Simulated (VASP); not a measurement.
The system is Si4O.

```
Si O
1.0
     2.82140    0.00000    0.00000
    -1.41070    2.44341    0.00000
     0.00000    0.00000    9.07217
Si O
4 1
Direct
  0.33333 0.66667 0.86586
  0.33333 0.66667 0.37680
  0.66667 0.33333 0.13414
  0.66667 0.33333 0.62320
  0.00000 0.00000 0.00000
```

The cell was built from a structure type or drawn by symmetry, and may not be a known phase.

| Item | Value |
| --- | --- |
| Program | VASP 6.6.1 |
| Task | relaxation of cell and atoms |
| Functional | PBE |
| Potentials or basis | VASP PAW PBE potentials, release 64 (Si, O) |
| Cutoff | 600 eV |
| k mesh | 6 × 6 × 2 |
| Occupations | gaussian, width 0.1 eV |
| Spin | no spin polarisation |

At the start: pressure 18.5 GPa; volume 12.51 Å³/atom.

Q: Where does the relaxation end?

A: Over 24 steps the energy falls by 348.5 meV/atom and the volume is 13.15 Å³/atom (+5.1 %); space group P-3m1 (No. 164, to 0.1 Å) before and after.

Step by step:
```tsv
step	energy change (eV)	largest force (eV/Å)	pressure (GPa)	volume (Å³)
1	0.0000	5.2705	18.48	62.54
2	-1.0767	0.7382	-11.21	76.50
3	-1.3564	0.6078	-5.29	71.66
4	-1.3582	0.7045	-4.75	71.32
5	-1.5211	0.6673	-2.82	68.15
6	-1.5979	0.5912	0.20	64.66
7	-1.6358	0.2588	1.29	64.22
8	-1.6386	0.1553	1.77	64.07
9	-1.6471	0.1174	-0.57	65.50
10	-1.6477	0.0544	-0.09	65.18
11	-1.6496	0.0904	0.04	65.18
12	-1.6602	0.2209	0.21	65.18
13	-1.7077	0.3866	0.12	65.14
14	-1.7253	0.2826	0.24	65.00
15	-1.7339	0.3127	0.11	65.06
16	-1.7344	0.2993	0.14	65.06
17	-1.7355	0.2573	0.21	65.07
18	-1.7356	0.2373	0.26	65.08
19	-1.7366	0.2172	0.29	65.09
20	-1.7391	0.1569	0.38	65.14
21	-1.7417	0.0346	0.59	65.22
22	-1.7418	0.0324	0.66	65.25
23	-1.7422	0.0245	0.48	65.37
24	-1.7427	0.0135	-0.06	65.74
```

Final structure:
```cif
data_structure
_symmetry_space_group_name_H-M 'P 1'
_symmetry_Int_Tables_number 1
_cell_length_a 2.7770
_cell_length_b 2.7770
_cell_length_c 9.8430
_cell_angle_alpha 90.000
_cell_angle_beta 90.000
_cell_angle_gamma 120.000
_cell_volume 65.74
loop_
_atom_site_label
_atom_site_type_symbol
_atom_site_fract_x
_atom_site_fract_y
_atom_site_fract_z
_atom_site_occupancy
Si1 Si 0.33333 0.66667 0.84269 1
Si2 Si 0.33333 0.66667 0.39946 1
Si3 Si 0.66667 0.33333 0.15731 1
Si4 Si 0.66667 0.33333 0.60054 1
O1 O 0.00000 0.00000 0.00000 1
```

Caveat: the k points lie up to 0.44 Å⁻¹ apart in the final cell; the highest band is partly filled, so the run has too few bands.
